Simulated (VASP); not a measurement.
A run of VASP 6.6.1 is set up as follows.

INCAR

```
SYSTEM = Ag
PREC = Accurate
ENCUT = 520
EDIFF = 1E-8
ISMEAR = -1
SIGMA = 0.05
LREAL = .False.
LASPH = .True.
NELM = 60
ALGO = Normal
ISIF = 2
LWAVE = .False.
LCHARG = .False.
GGA = PE
LEFG = .True.
NBANDS = 18
```

File KPOINTS:

```
Automatic mesh
0
Gamma
  14 14 8
  0 0 0
```

Contents of POSCAR:

```
Ag
1.0
    2.9874636124      0.0000000000      0.0000000000
   -1.4937318062      2.5872193813      0.0000000000
    0.0000000000      0.0000000000      4.8839454194
Ag
2
Direct
    0.3333333333      0.6666666667      0.2500000000
    0.6666666667      0.3333333333      0.7500000000
```

Potentials or basis: VASP PAW PBE potentials, release 64 (Ag).

The run is started by

```console
$ cat potpaw_PBE.64/Ag/POTCAR > POTCAR
$ mpirun -np 1 vasp_std > vasp.out
```

**Question.** What does it give for the band gap on the k mesh?

**Answer.** Zero (bands 11 and 12 overlap by 6.78 eV).

**Question.** What does it give for the pressure?

**Answer.** -4.2 GPa.

Electric field gradients, principal values (V/Å²):
| atom | least | middle | greatest (by size) |
| --- | --- | --- | --- |
| 1 Ag | -1.553 | -1.554 | 3.106 |
| 2 Ag | -1.553 | -1.554 | 3.106 |

Caveat: the cell stands under tension; without QUAD_EFG the Cq values of the log hold for a quadrupole moment of 1 mb, not for the nuclei.
